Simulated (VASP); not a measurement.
# CsPbI2Br (Cmmm) in VASP: further runs

CsPbI2Br is run at these levels: PBE; tasks: single point.

All numbers are computed with VASP 6.6.1; they aren't measurements. Logs are shortened: lines on timing, memory, paths and dates and some standing lists are left out, and cuts for length are marked.

### 1 The cell of the first run

It takes space group Cmmm (No. 65, orthorhombic). The conventional cell has a = 8.948 Å, b = 9.084 Å, c = 5.962 Å, α = 90.00°, β = 90.00°, γ = 90.00°. Within 5.7 Å of Cs (site symmetry mmm) lie 8 I at 4.36 Å and 4 Br at 4.47 to 4.54 Å and 8 Pb at 5.38 to 5.43 Å. Pb (site symmetry mmm) has 2 Br at 2.98 Å and 4 I at 3.19 Å within 3.9 Å. I (site symmetry 2/m) has 2 Pb at 3.19 Å within 4.2 Å. Br (site symmetry mmm) has 2 Pb at 2.98 Å within 3.9 Å.

### 2 Single point, PBE (strain +0.0150 x Voigt [0, 0, 0, 0, 0, 1])

The input, INCAR:

```
PREC = Accurate
ENCUT = 520
EDIFF = 1E-7
ISMEAR = 0
SIGMA = 0.05
LREAL = F
LASPH = T
NELM = 80
ALGO = Normal
ISIF = 2
LWAVE = F
LCHARG = T
GGA = PE
LELF = T
LVHAR = T
NBANDS = 30
```

The input, KPOINTS:

```
Automatic mesh
0
Gamma
  4 4 6
```

The input, POSCAR:

```
CsPbI2Br
1.0
    6.3752960000      0.0478147200      0.0000000000
    0.0478147200      6.3752960000      0.0000000000
    0.0000000000      0.0000000000      5.9622200000
Cs Pb I Br
1 1 2 1
Direct
    0.5000000000      0.5000000000      0.5000000000
    0.0000000000      0.0000000000      0.0000000000
    0.0000000000      0.5000000000      0.0000000000
    0.5000000000      0.0000000000      0.0000000000
    0.0000000000      0.0000000000      0.5000000000
```

Potentials or basis: VASP PAW PBE potentials, release 64 (Cs_sv, Pb_d, I, Br).

Started as:

```
$ cat potpaw_PBE.64/Cs_sv/POTCAR potpaw_PBE.64/Pb_d/POTCAR potpaw_PBE.64/I/POTCAR potpaw_PBE.64/Br/POTCAR > POTCAR
$ mpirun -np 1 vasp_std > vasp.out
```

OUTCAR:

```text
PREC = Accurate
   ENCUT = 520
   EDIFF = 1E-7
   ISMEAR = 0
   LREAL = F
   LASPH = T
   NELM = 80
   ISIF = 2
   GGA = PE

 ion  position               nearest neighbor table
   1  0.500  0.500  0.500-
   2  0.000  0.000  0.000-   5 2.98   5 2.98   3 3.19   4 3.19   3 3.19   4 3.19
   3  0.000  0.500  0.000-   2 3.19   2 3.19
   4  0.500  0.000  0.000-   2 3.19   2 3.19
   5  0.000  0.000  0.500-   2 2.98   2 2.98

  LATTYP: Found a base centered orthorhombic cell.
 ALAT       =     8.9484098418
 B/A-ratio  =     1.0151133501
 C/A-ratio  =     0.6662882127

  Lattice vectors:

 A1 = (  -0.0478147200,  -6.3752960000,   0.0000000000)
 A2 = (   6.3752960000,   0.0478147200,   0.0000000000)
 A3 = (   0.0000000000,   0.0000000000,   5.9622200000)

Analysis of symmetry for initial positions (statically):
=====================================================================
 Subroutine PRICEL returns:
 Original cell was already a primitive cell.

 Routine SETGRP: Setting up the symmetry group for a
 base centered orthorhombic supercell.

 Subroutine GETGRP returns: Found  8 space group operations
 (whereof  8 operations were pure point group operations)
 out of a pool of  8 trial point group operations.

The static configuration has the point symmetry D_2h.

Analysis of symmetry for dynamics (positions and initial velocities):
=====================================================================
 Subroutine PRICEL returns:
 Original cell was already a primitive cell.

 Routine SETGRP: Setting up the symmetry group for a
 base centered orthorhombic supercell.

 Subroutine GETGRP returns: Found  8 space group operations
 (whereof  8 operations were pure point group operations)
 out of a pool of  8 trial point group operations.

The dynamic configuration has the point symmetry D_2h.

 Subroutine INISYM returns: Found  8 space group operations
 (whereof  8 operations are pure point group operations),
 and found     1 'primitive' translations

----------------------------------------------------------------------------------------

                                     Primitive cell

  volume of cell :     242.3172

  direct lattice vectors                    reciprocal lattice vectors
     6.375296000  0.047814720  0.000000000     0.156864286 -0.001176482  0.000000000
     0.047814720  6.375296000  0.000000000    -0.001176482  0.156864286  0.000000000
     0.000000000  0.000000000  5.962220000     0.000000000  0.000000000  0.167722761

  length of vectors
     6.375475303  6.375475303  5.962220000     0.156868697  0.156868697  0.167722761

  position of ions in fractional coordinates (direct lattice)
     0.500000000  0.500000000  0.500000000
     0.000000000  0.000000000  0.000000000
     1.000000000  0.500000000  0.000000000
     0.500000000  1.000000000  0.000000000
     0.000000000  0.000000000  0.500000000

  ion indices of the primitive-cell ions
   primitive index   ion index
                 1           1
                 2           2
                 3           3
                 4           4
                 5           5

----------------------------------------------------------------------------------------

 KPOINTS: Automatic mesh

Automatic generation of k-mesh.
 Grid dimensions read from file:
 generate k-points for:    4    4    6

 Generating k-lattice:

  Cartesian coordinates                     Fractional coordinates (reciprocal lattice)
     0.039216071 -0.000294121  0.000000000     0.250000000 -0.000000000  0.000000000
    -0.000294121  0.039216071  0.000000000    -0.000000000  0.250000000  0.000000000
     0.000000000  0.000000000  0.027953793     0.000000000  0.000000000  0.166666667

  Length of vectors
     0.039217174  0.039217174  0.027953793

  Shift w.r.t. Gamma in fractional coordinates (k-lattice)
     0.000000000  0.000000000  0.000000000

 Subroutine IBZKPT returns following result:
 ===========================================

 Found     28 irreducible k-points:

 Following reciprocal coordinates:
            Coordinates               Weight
  0.000000  0.000000  0.000000      1.000000
  0.250000  0.000000  0.000000      4.000000
  0.500000  0.000000  0.000000      2.000000
  0.250000  0.250000  0.000000      2.000000
  0.500000  0.250000  0.000000      4.000000
 -0.250000  0.250000  0.000000      2.000000
[... 16 lines left out ...]
  0.250000  0.000000  0.500000      4.000000
  0.500000  0.000000  0.500000      2.000000
 [... further k-points ...]
   k-points           NKPTS =     28   k-points in BZ     NKDIM =     28   number of bands    NBANDS=     30
   number of dos      NEDOS =    301   number of ions     NIONS =      5
   total plane-waves  NPLWV = 110592
   dimension x,y,z NGX =    48 NGY =   48 NGZ =   48
   dimension x,y,z NGXF=    96 NGYF=   96 NGZF=   96
   ions per type =               1   1   2   1
   NGX,Y,Z   is equivalent  to a cutoff of  12.52, 12.52, 13.38 a.u.
   NGXF,Y,Z  is equivalent  to a cutoff of  25.03, 25.03, 26.77 a.u.
 SYSTEM =  unknown system
   PREC   = accura    normal or accurate (medium, high low for compatibility)
   ISTART =      0    job   : 0-new  1-cont  2-samecut
   ICHARG =      2    charge: 1-file 2-atom 10-const
   ISPIN  =      1    spin polarized calculation?
   LNONCOLLINEAR =      F non collinear calculations
   LSORBIT =      F    spin-orbit coupling
   LASPH  =      T    aspherical Exc in radial PAW
   ENCUT  =  520.0 eV  38.22 Ry    6.18 a.u.  11.85 11.85 11.09*2*pi/ulx,y,z
   NELM   =     80;   NELMIN=  2; NELMDL= -5     # of ELM steps
   EDIFF  = 0.1E-06   stopping-criterion for ELM
   LREAL  =      F    real-space projection
   EDIFFG = 0.1E-05   stopping-criterion for IOM
   NSW    =      0    number of steps for IOM
   IBRION =     -1    ionic relax: 0-MD 1-quasi-New 2-CG
   NFREE  =      0    steps in history (QN), initial steepest desc. (CG)
   ISIF   =      2    stress and relaxation
   ISYM   =      2    0-nonsym 1-usesym 2-fastsym
   POTIM  = 0.5000    time-step for ionic-motion
   TEBEG  =    0.0;   TEEND  =   0.0 temperature during run
   PSTRESS=    0.0 pullay stress
   NELECT =      44.0000    total number of electrons
   NUPDOWN=      -1.0000    fix difference up-down
   EMIN   =  10.00;   EMAX   =-10.00  energy-range for DOS
   EFERMI =   0.00;   METHOD = LEGACY
   ISMEAR =     0;   SIGMA  =   0.05  broadening in eV -4-tet -1-fermi 0-gaus
   EFERMI_NEDOS =   21; number of points for ismear=-14 and -15
   IALGO  =     38    algorithm
   IMIX   =      4    mixing-type and parameters
     AMIX     =   0.40;   BMIX     =  1.00
     AMIX_MAG =   1.60;   BMIX_MAG =  1.00
  volume/ion in A,a.u.               =      48.46       327.05
  Fermi-wavevector in a.u.,A,eV,Ry     =   0.927038  1.751848 11.692845  0.859400
  Thomas-Fermi vector in A             =   2.053065
   LORBIT       =      0    0 simple, 1 ext, 2 COOP (PROOUT), +10 PAW based schemes
   GGA     = PE    functional components
   LHFCALC =     F    Hartree Fock is set to
   AEXX    =    0.0000 exact exchange contribution
   IVDW    =     0    specifies the selected vdW correction
   LEPSILON=     F    determine dielectric tensor
   LRPA    =     F    only Hartree local field effects (RPA)
 non-spin polarized calculation
 Gauss-broadening in eV      SIGMA  =   0.05
  energy-cutoff  :      520.00
  volume of cell :      242.32
 maximum number of plane-waves:      6568
   NGX = 23   NGY = 23   NGZ = 23

 number of electron      43.9999999 magnetization

 Free energy of the ion-electron system (eV)
  ---------------------------------------------------
  ext. energy  EPLUGINS =         0.00000000
  ---------------------------------------------------
  free energy    TOTEN  =       -14.63434269 eV

  energy without entropy =      -14.63434269  energy(sigma->0) =      -14.63434269

 E-fermi :   1.5205     XC(G=0):  -7.3154

 val. band max:        1.2447625353   @ k =   0.5000   0.5000   0.5000
 cond. band min:       2.6960898434   @ k =   0.5000   0.5000   0.5000
 fundamental gap:      1.4513273081
 Fermi energy:         1.5205481047

 k-point     1 :       0.0000    0.0000    0.0000
  band No.  band energies     occupation
      1     -20.1258      2.00000
      2     -15.4635      2.00000
      3     -15.4458      2.00000
      4     -15.3924      2.00000
      5     -15.3757      2.00000
      6     -15.3730      2.00000
[... 22 lines left out ...]
     29       6.7671      0.00000
     30       6.8369      0.00000

 k-point     2 :       0.2500    0.0000    0.0000
  band No.  band energies     occupation
      1     -20.1256      2.00000
      2     -15.4625      2.00000
      3     -15.4415      2.00000
      4     -15.3927      2.00000
      5     -15.3758      2.00000
      6     -15.3731      2.00000
[... 22 lines left out ...]
     29       6.3485      0.00000
     30       6.8308      0.00000

 k-point     3 :       0.5000    0.0000    0.0000
  band No.  band energies     occupation
      1     -20.1255      2.00000
      2     -15.4619      2.00000
      3     -15.4369      2.00000
      4     -15.3929      2.00000
      5     -15.3760      2.00000
      6     -15.3732      2.00000
[... 22 lines left out ...]
     29       6.4928      0.00000
     30       7.3051      0.00000

 k-point     4 :       0.2500    0.2500    0.0000
  band No.  band energies     occupation
      1     -20.1255      2.00000
      2     -15.4611      2.00000
      3     -15.4376      2.00000
      4     -15.3929      2.00000
      5     -15.3760      2.00000
      6     -15.3732      2.00000
[... 616 lines left out ...]
     29       6.7795      0.00000
     30       6.9566      0.00000

 k-point    23 :       0.2500    0.0000    0.5000
  band No.  band energies     occupation
      1     -20.1250      2.00000
      2     -15.4419      2.00000
      3     -15.4152      2.00000
      4     -15.3926      2.00000
      5     -15.3766      2.00000
      6     -15.3738      2.00000
[... 22 lines left out ...]
     29       6.8693      0.00000
     30       7.2952      0.00000

 k-point    24 :       0.5000    0.0000    0.5000
  band No.  band energies     occupation
      1     -20.1249      2.00000
      2     -15.4386      2.00000
      3     -15.4130      2.00000
      4     -15.3928      2.00000
      5     -15.3767      2.00000
      6     -15.3739      2.00000
[... 22 lines left out ...]
     29       7.0957      0.00000
     30       7.4060      0.00000

 [... further k-points ...]

------------------------ aborting loop because EDIFF is reached ----------------------------------------

  FORCE on cell =-STRESS in cart. coord.  units (eV):
  Direction    XX          YY          ZZ          XY          YZ          ZX
  --------------------------------------------------------------------------------------
  -------------------------------------------------------------------------------------
  Total        0.5575681      0.5575681      0.2767500     -0.0740811      0.0000000      0.0000000
  in kB        3.6865850      3.6865850      1.8298433     -0.4898169      0.0000000      0.0000000
  external PRESSURE =       3.0676711 kB  Pullay stress =       0.0000000 kB

 VOLUME and BASIS-vectors are now :
 -----------------------------------------------------------------------------
  energy-cutoff  :      520.00
  volume of cell :      242.32
      direct lattice vectors                 reciprocal lattice vectors
     6.375296000  0.047814720  0.000000000     0.156864286 -0.001176482  0.000000000
     0.047814720  6.375296000  0.000000000    -0.001176482  0.156864286  0.000000000
     0.000000000  0.000000000  5.962220000     0.000000000  0.000000000  0.167722761

 POSITION                                       TOTAL-FORCE (eV/Angst)
 -----------------------------------------------------------------------------------
      3.21156      3.21156      2.98111        -0.000000      0.000000      0.000000
      0.00000      0.00000      0.00000         0.000000     -0.000000      0.000000
      0.02391      3.18765      0.00000         0.000000     -0.000000      0.000000
      3.18765      0.02391      0.00000         0.000000     -0.000000      0.000000
      0.00000      0.00000      2.98111         0.000000     -0.000000      0.000000
 -----------------------------------------------------------------------------------
    total drift:                                0.000000     -0.000000      0.000000

  FREE ENERGIE OF THE ION-ELECTRON SYSTEM (eV)
  ---------------------------------------------------
  free  energy   TOTEN  =       -14.6343426892 eV

  energy  without entropy=      -14.6343426892  energy(sigma->0) =      -14.63434269
```

Wall time 2.3 min (1 thread of Intel Xeon Platinum 8488C (Sapphire Rapids), shared host); peak memory 0.47 GiB.

What came out:

```
Free energy            : -14.6343 eV
Pressure               : 0.3 GPa
Band gap on the k mesh : 1.45 eV, direct
```

Stress tensor (GPa, compression positive):
```
 0.37 -0.05  0.00
-0.05  0.37  0.00
 0.00  0.00  0.18
```

Caveat: the cell differs from its parent crystal (strain +0.0150 x Voigt [0, 0, 0, 0, 0, 1]); spin-orbit coupling is left out, which moves the levels of the heavy elements. A k mesh can miss the band edges.

### 3 Single point, PBE (strain -0.0100 x Voigt [0, 0, 0, 0, 0, 1])

The input, INCAR:

```
  ALGO = Normal
  EDIFF = 1E-7
  ENCUT = 520
  GGA = PE
  ISIF = 2
  ISMEAR = 0
  LASPH = T
  LCHARG = F
  LREAL = F
  LWAVE = F
  NBANDS = 30
  NELM = 60
  PREC = Accurate
  SIGMA = 0.05
```

The input, KPOINTS:

```
k-points
0
Gamma
  4 4 6
```

POSCAR: that of step 2 with these lines changed.

```diff
@@ -2,4 +2,4 @@
 1.0
-    6.3752960000      0.0478147200      0.0000000000
-    0.0478147200      6.3752960000      0.0000000000
+    6.3752960000     -0.0318764800      0.0000000000
+   -0.0318764800      6.3752960000      0.0000000000
     0.0000000000      0.0000000000      5.9622200000
```

Potentials or basis: VASP PAW PBE potentials, release 64 (Cs_sv, Pb_d, I, Br).

Started as:

```
$ cat potpaw_PBE.64/Cs_sv/POTCAR potpaw_PBE.64/Pb_d/POTCAR potpaw_PBE.64/I/POTCAR potpaw_PBE.64/Br/POTCAR > POTCAR
$ mpirun -np 1 vasp_std > vasp.out
```

Wall time 2.2 min (1 thread of Intel Xeon Platinum 8488C (Sapphire Rapids), shared host); peak memory 0.47 GiB.

It converged, with:

* Free energy: -14.6347 eV
* Pressure: 0.3 GPa
* Band gap on the k mesh: 1.46 eV, direct

Stress tensor (GPa, compression positive):
```
0.37 0.03 0.00
0.03 0.37 0.00
0.00 0.00 0.18
```

Levels at points of the mesh, in eV from the valence-band top:
```
           k point  band 20  band 21  band 22  band 23  band 24  band 25
(0.00, 0.00, 0.00)    -1.30    -1.30    -1.25     3.14     4.02     4.43
(0.50, 0.00, 0.00)    -1.47    -1.37    -0.94     2.25     4.41     4.97
(0.50, 0.50, 0.00)    -1.42    -0.89    -0.50     1.90     1.91     4.77
(0.00, 0.00, 0.50)    -1.39    -1.33    -1.18     2.55     4.87     4.88
(0.50, 0.00, 0.50)    -1.64    -1.04    -0.50     1.88     2.14     4.82
(0.50, 0.50, 0.50)    -1.01    -0.86     0.00     1.46     1.48     1.64
```

Caveat: the cell differs from its parent crystal (strain -0.0100 x Voigt [0, 0, 0, 0, 0, 1]); spin-orbit coupling is left out, which moves the levels of the heavy elements.

[end of part 1 of 2]
